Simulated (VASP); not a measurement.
# Au (I4mm) in VASP: single point with PBEsol

Aim: the single point of Au with PBEsol.

All numbers are computed with VASP 6.6.1; they aren't measurements. Logs are shortened: lines on timing, memory, paths and dates and some standing lists are left out, and cuts for length are marked.

### Step 1. The cell of the first run

Symmetry: I4mm, No. 107, tetragonal system. Conventional cell: a = 6.484 Å, b = 6.484 Å, c = 6.484 Å, α = 90.00°, β = 90.00°, γ = 90.00°. Au (site symmetry 4mm) has 13 Au at 2.51 to 3.30 Å within 3.3 Å. Within 3.3 Å of Au (site symmetry m) lie 14 Au at 2.51 to 3.24 Å. Au (site symmetry 4mm) has 13 Au at 2.64 to 3.24 Å within 3.5 Å. Within 3.7 Å of Au (site symmetry 2mm) lie 14 Au at 2.81 to 3.30 Å.

### Step 2. Single point, PBEsol (atom 1 (Au) moved by (-0.600, +0.000) A along x and z)

File INCAR:

```
SYSTEM = Au
PREC = Accurate
ENCUT = 520
EDIFF = 1E-7
ISMEAR = 0
SIGMA = 0.15
LREAL = .False.
LASPH = .True.
NELM = 80
ALGO = Fast
ISIF = 2
LWAVE = .False.
LCHARG = .False.
GGA = PS
NBANDS = 54
KPAR = 4
```

File KPOINTS:

```
Automatic mesh
0
Gamma
  14 14 14
  0 0 0
```

File POSCAR:

```
Au
1.0
   -3.2421467888     -3.2421467888      3.2421467888
   -3.2421467888      3.2421467888     -3.2421467888
    3.2421467888     -3.2421467888     -3.2421467888
Au
8
Direct
    0.5925312824      0.5925312824      0.5000000000
    0.0000000000      0.5000000000      0.5000000000
    0.5000000000      0.0000000000      0.5000000000
    0.0000000000      0.0000000000      0.5000000000
    0.5000000000      0.5000000000      0.0000000000
    0.0000000000      0.5000000000      0.0000000000
    0.5000000000      0.0000000000      0.0000000000
    0.0000000000      0.0000000000      0.0000000000
```

Potentials or basis: VASP PAW PBE potentials, release 64 (Au).

The run is started by

```console
> cat potpaw_PBE.64/Au/POTCAR > POTCAR
> mpirun -np 4 vasp_std > vasp.out
```

OUTCAR:

```text
SYSTEM = Au
   PREC = Accurate
   ENCUT = 520
   EDIFF = 1E-7
   ISMEAR = 0
   LREAL = .False.
   LASPH = .True.
   NELM = 80
   ISIF = 2
   GGA = PS

 ion  position               nearest neighbor table
   1  0.593  0.593  0.500-   2 2.51   3 2.51   8 2.51   5 2.51   4 2.64   5 3.19   3 3.19   2 3.19
                             8 3.19   7 3.30   7 3.30   6 3.30   6 3.30
   2  0.000  0.500  0.500-   1 2.51   4 2.81   6 2.81   7 2.81   6 2.81   4 2.81   7 2.81   1 3.19
                             3 3.24   5 3.24   8 3.24   5 3.24   3 3.24   8 3.24
   3  0.500  0.000  0.500-   1 2.51   4 2.81   6 2.81   7 2.81   7 2.81   4 2.81   6 2.81   1 3.19
                             2 3.24   5 3.24   5 3.24   8 3.24   2 3.24   8 3.24
   4  0.000  0.000  0.500-   1 2.64   2 2.81   3 2.81   5 2.81   8 2.81   8 2.81   2 2.81   3 2.81
                             5 2.81   6 3.24   7 3.24   7 3.24   6 3.24
   5  0.500  0.500  0.000-   1 2.51   4 2.81   6 2.81   7 2.81   7 2.81   6 2.81   4 2.81   1 3.19
                             2 3.24   3 3.24   8 3.24   2 3.24   8 3.24   3 3.24
   6  0.000  0.500  0.000-   2 2.81   3 2.81   5 2.81   8 2.81   2 2.81   8 2.81   5 2.81   3 2.81
                             4 3.24   7 3.24   7 3.24   4 3.24   1 3.30   1 3.30
   7  0.500  0.000  0.000-   2 2.81   3 2.81   5 2.81   8 2.81   3 2.81   5 2.81   8 2.81   2 2.81
                             6 3.24   4 3.24   6 3.24   4 3.24   1 3.30   1 3.30
   8  0.000  0.000  0.000-   1 2.51   6 2.81   7 2.81   4 2.81   4 2.81   6 2.81   7 2.81   1 3.19
                             3 3.24   2 3.24   2 3.24   5 3.24   3 3.24   5 3.24

  LATTYP: Found a body centered cubic cell.
 ALAT       =     6.4842935776

  Lattice vectors:

 A1 = (  -3.2421467888,  -3.2421467888,   3.2421467888)
 A2 = (  -3.2421467888,   3.2421467888,  -3.2421467888)
 A3 = (   3.2421467888,  -3.2421467888,  -3.2421467888)

Analysis of symmetry for initial positions (statically):
=====================================================================
 Subroutine PRICEL returns:
 Original cell was already a primitive cell.

 Routine SETGRP: Setting up the symmetry group for a
 body centered cubic supercell.

 Subroutine GETGRP returns: Found  8 space group operations
 (whereof  2 operations were pure point group operations)
 out of a pool of 48 trial point group operations.

The static configuration has the point symmetry C_1h.
 The point group associated with its full space group is C_4v.

Analysis of symmetry for dynamics (positions and initial velocities):
=====================================================================
 Subroutine PRICEL returns:
 Original cell was already a primitive cell.

 Routine SETGRP: Setting up the symmetry group for a
 body centered cubic supercell.

 Subroutine GETGRP returns: Found  8 space group operations
 (whereof  2 operations were pure point group operations)
[... 129 lines left out ...]
   EFERMI =   0.00;   METHOD = LEGACY
   ISMEAR =     0;   SIGMA  =   0.15  broadening in eV -4-tet -1-fermi 0-gaus
   EFERMI_NEDOS =   21; number of points for ismear=-14 and -15
   IALGO  =     68    algorithm
   IMIX   =      4    mixing-type and parameters
     AMIX     =   0.40;   BMIX     =  1.00
     AMIX_MAG =   1.60;   BMIX_MAG =  1.00
  volume/ion in A,a.u.               =      17.04       114.99
  Fermi-wavevector in a.u.,A,eV,Ry     =   1.414869  2.673716 27.236900  2.001856
  Thomas-Fermi vector in A             =   2.536367
   LORBIT       =      0    0 simple, 1 ext, 2 COOP (PROOUT), +10 PAW based schemes
   GGA     = PS    functional components
   LHFCALC =     F    Hartree Fock is set to
   AEXX    =    0.0000 exact exchange contribution
   IVDW    =     0    specifies the selected vdW correction
   LEPSILON=     F    determine dielectric tensor
   LRPA    =     F    only Hartree local field effects (RPA)
 non-spin polarized calculation
 RMM-DIIS sequential band-by-band and
 Gauss-broadening in eV      SIGMA  =   0.15
  energy-cutoff  :      520.00
  volume of cell :      136.32
 maximum number of plane-waves:      3693
 NGX is ok and might be reduce to    42
   NGX = 21   NGY = 21   NGZ = 21

 number of electron      88.0000028 magnetization

 Free energy of the ion-electron system (eV)
  ---------------------------------------------------
  ext. energy  EPLUGINS =         0.00000000
  ---------------------------------------------------
  free energy    TOTEN  =       -29.77320661 eV

  energy without entropy =      -29.75099112  energy(sigma->0) =      -29.76209887

 E-fermi :   9.2976     XC(G=0): -12.8518

 val. band max:        9.2952783929   @ k =   0.0000   0.0000   0.4286
 cond. band min:       9.2995692037   @ k =   0.2143  -0.4286  -0.4286
 fundamental gap:      0.0042908108
 Fermi energy:         9.2975753330

 k-point     1 :       0.0000    0.0000    0.0000
  band No.  band energies     occupation
      1      -0.6979      2.00000
      2       1.8040      2.00000
      3       1.8040      2.00000
      4       1.8149      2.00000
      5       1.9805      2.00000
      6       2.0325      2.00000
[... 1357 lines left out ...]
     53      15.0794      0.00000
     54      15.5463      0.00000

 [... further k-points ...]

------------------------ aborting loop because EDIFF is reached ----------------------------------------

  FORCE on cell =-STRESS in cart. coord.  units (eV):
  Direction    XX          YY          ZZ          XY          YZ          ZX
  --------------------------------------------------------------------------------------
  -------------------------------------------------------------------------------------
  Total        4.9706103      7.9305548      7.9305548      0.0000000      0.0000000     -0.0000000
  in kB       58.4200981     93.2086336     93.2086336      0.0000000      0.0000000     -0.0000000
  external PRESSURE =      81.6124551 kB  Pullay stress =       0.0000000 kB

 VOLUME and BASIS-vectors are now :
 -----------------------------------------------------------------------------
  energy-cutoff  :      520.00
  volume of cell :      136.32
      direct lattice vectors                 reciprocal lattice vectors
    -3.242146789 -3.242146789  3.242146789    -0.154218804 -0.154218804  0.000000000
    -3.242146789  3.242146789 -3.242146789    -0.154218804  0.000000000 -0.154218804
     3.242146789 -3.242146789 -3.242146789     0.000000000 -0.154218804 -0.154218804

 POSITION                                       TOTAL-FORCE (eV/Angst)
 -----------------------------------------------------------------------------------
     -2.22107     -1.62107     -1.62107         5.248463     -0.000000      0.000000
      0.00000      0.00000     -3.24215        -0.923921     -1.665048      1.665048
      0.00000     -3.24215      0.00000        -0.923921      1.665048     -1.665048
      1.62107     -1.62107     -1.62107        -1.690844      0.000000      0.000000
     -3.24215      0.00000      0.00000        -0.923921      1.665048      1.665048
     -1.62107      1.62107     -1.62107         0.069033      0.000000      0.000000
     -1.62107     -1.62107      1.62107         0.069033      0.000000      0.000000
      0.00000      0.00000      0.00000        -0.923921     -1.665048     -1.665048
 -----------------------------------------------------------------------------------
    total drift:                               -0.000055      0.000000      0.000000

  FREE ENERGIE OF THE ION-ELECTRON SYSTEM (eV)
  ---------------------------------------------------
  free  energy   TOTEN  =       -29.7732066082 eV

  energy  without entropy=      -29.7509911247  energy(sigma->0) =      -29.76209887
```

OSZICAR:

```text
N       E                     dE             d eps       ncg     rms          rms(c)
DAV:   1     0.616231715438E+03    0.61623E+03   -0.45651E+04 26368   0.159E+03
DAV:   2    -0.116849177577E+02   -0.62792E+03   -0.60155E+03 28234   0.359E+02
DAV:   3    -0.322952185859E+02   -0.20610E+02   -0.20242E+02 28916   0.628E+01
DAV:   4    -0.325083880606E+02   -0.21317E+00   -0.21278E+00 28396   0.643E+00
DAV:   5    -0.325104116222E+02   -0.20236E-02   -0.20234E-02 28284   0.677E-01    0.299E+01
RMM:   6    -0.299752731180E+02    0.25351E+01   -0.59295E+00 26352   0.115E+01    0.184E+01
RMM:   7    -0.298020617115E+02    0.17321E+00   -0.13758E+00 26477   0.499E+00    0.731E+00
RMM:   8    -0.297750700823E+02    0.26992E-01   -0.23702E-01 26572   0.239E+00    0.154E+00
RMM:   9    -0.297729729585E+02    0.20971E-02   -0.17752E-02 27791   0.553E-01    0.161E-01
RMM:  10    -0.297731997045E+02   -0.22675E-03   -0.38237E-03 28343   0.199E-01    0.142E-01
RMM:  11    -0.297732326709E+02   -0.32966E-04   -0.81381E-04 27715   0.123E-01    0.946E-02
RMM:  12    -0.297732034637E+02    0.29207E-04   -0.21692E-04 28061   0.609E-02    0.206E-02
RMM:  13    -0.297732073160E+02   -0.38523E-05   -0.39150E-05 28800   0.214E-02    0.142E-02
RMM:  14    -0.297732073523E+02   -0.36285E-07   -0.65427E-06 28738   0.920E-03    0.968E-03
RMM:  15    -0.297732065261E+02    0.82620E-06   -0.22056E-06 28257   0.611E-03    0.175E-03
RMM:  16    -0.297732067486E+02   -0.22249E-06   -0.45579E-07 20150   0.255E-03    0.297E-03
RMM:  17    -0.297732066446E+02    0.10396E-06   -0.11929E-07 15908   0.137E-03    0.880E-04
RMM:  18    -0.297732066082E+02    0.36458E-07   -0.23576E-08 14178   0.583E-04
   1 F= -.29773207E+02 E0= -.29762099E+02  d E =-.222155E-01
```

stdout:

```text
POSCAR found type information on POSCAR Au
 POSCAR found :  1 types and       8 ions
 scaLAPACK will be used
 -----------------------------------------------------------------------------
|                                                                             |
|                                                                             |
|     You enforced a specific xc type in the INCAR file but a different       |
|     I HOPE YOU KNOW WHAT YOU ARE DOING!                                     |
|                                                                             |
 -----------------------------------------------------------------------------

 LDA part: xc-table for (Slater+PW92), standard interpolation
 POSCAR, INCAR and KPOINTS ok, starting setup
 FFT: planning ... GRIDC
 FFT: planning ... GRID_SOFT
 FFT: planning ... GRID
 WAVECAR not read
 entering main loop
```

Run time: 13 min. Hardware: 4 MPI ranks of Oxide Virtual Turin-like, shared host; peak memory 1.1 GiB.

What came out:

| Item | Value |
| --- | --- |
| Free energy | -29.7732 eV |
| Pressure | 8.2 GPa |
| Largest force | 5.248 eV/Å |
| Band gap on the k mesh | zero (bands 44 and 45 overlap by 2.61 eV) |

Forces in eV/Å, atoms in the order of the input:
```
Au   5.248  0.000  0.000
Au  -0.924 -1.665  1.665
Au  -0.924  1.665 -1.665
Au  -1.691  0.000  0.000
Au  -0.924  1.665  1.665
Au   0.069  0.000  0.000
Au   0.069  0.000  0.000
Au  -0.924 -1.665 -1.665
```

Stress tensor (GPa, compression positive):
```
5.84 0.00 0.00
0.00 9.32 0.00
0.00 0.00 9.32
```

Levels at points of the mesh, in eV from the Fermi level:
| k point | band 42 | band 43 | band 44 | band 45 | band 46 | band 47 |
| --- | --- | --- | --- | --- | --- | --- |
| (0.00, 0.00, 0.00) | -0.81 | -0.67 | -0.67 | -0.46 | -0.17 | -0.17 |
| (0.50, 0.00, 0.00) | -1.43 | 0.31 | 0.39 | 0.52 | 0.69 | 3.10 |
| (0.00, 0.00, 0.50) | -1.53 | 0.01 | 0.42 | 0.54 | 0.74 | 3.37 |
| (0.50, 0.50, 0.50) | -1.99 | -1.93 | -1.93 | -1.72 | -1.27 | 2.97 |

Caveat: the cell differs from its parent crystal (atom 1 (Au) moved by (-0.600, +0.000) A along x and z); the cell stands under pressure; the PAW data sets were made with another functional, which shifts forces and pressure a little; spin-orbit coupling is left out, which moves the levels of the heavy elements.
